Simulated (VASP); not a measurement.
A run of VASP 6.6.1:

File INCAR:

```
SYSTEM = Hf
ALGO = Normal
EDIFF = 1E-7
ENCUT = 520
GGA = PE
ISIF = 2
ISMEAR = -1
LASPH = .True.
LCHARG = .False.
LREAL = .False.
LWAVE = .False.
NBANDS = 11
NELM = 60
PREC = Accurate
SIGMA = 0.1
```

KPOINTS

```
k-points
0
Gamma
  16 16 16
  0 0 0
```

The input POSCAR:

```
Hf
1.0
    0.0000000000      1.9729826245      1.9729826245
    1.9729826245      0.0000000000      1.9729826245
    1.9729826245      1.9729826245      0.0000000000
Hf
1
Direct
    0.0000000000      0.0000000000      0.0000000000
```

Potentials or basis: VASP PAW PBE potentials, release 64 (Hf_pv).

Run with:

```bash
$ cat potpaw_PBE.64/Hf_pv/POTCAR > POTCAR
$ mpirun -np 1 vasp_std > vasp.out
```

Hardware: 1 thread of Intel(R) Xeon(R) Platinum 8559C (Emerald Rapids) (shared host).

**Question.** How long does it take, and how much memory?

**Answer.** Wall time 11 s on 1 thread of Intel(R) Xeon(R) Platinum 8559C (Emerald Rapids), with other jobs on the host, peak memory 0.15 GiB. Counts: scf iterations 12, k points 145.
